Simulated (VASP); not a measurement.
A run of VASP 6.6.1 is set up as follows.

Contents of INCAR:

```
  PREC = Accurate
  ENCUT = 520
  EDIFF = 1E-6
  ISMEAR = -1
  SIGMA = 0.15
  LREAL = False
  LASPH = True
  NELM = 60
  ALGO = Fast
  ISIF = 2
  LWAVE = False
  LCHARG = False
  GGA = PE
  NBANDS = 18
```

The input KPOINTS:

```
regular mesh
0
Gamma
  18 18 8
```

POSCAR

```
Li2Rh
1.0
    2.7255678933      0.0000000289      0.0000000000
   -1.3627839717      2.3604110209      0.0000000000
    0.0000000000      0.0000000000      6.8764519177
Li Rh
2 1
Direct
    0.3333333333      0.6666666667      0.3017130754
    0.6666666667      0.3333333333      0.6982869246
    0.0000000000      0.0000000000      0.0000000000
```

Potentials or basis: VASP PAW PBE potentials, release 64 (Li_sv, Rh_pv).

Command:

```sh
$ cat potpaw_PBE.64/Li_sv/POTCAR potpaw_PBE.64/Rh_pv/POTCAR > POTCAR
$ mpirun -np 1 vasp_std > vasp.out
```

Task: Predict the band gap on the k mesh.

Result: Zero (an odd number of electrons rules out a gap without spin polarisation).
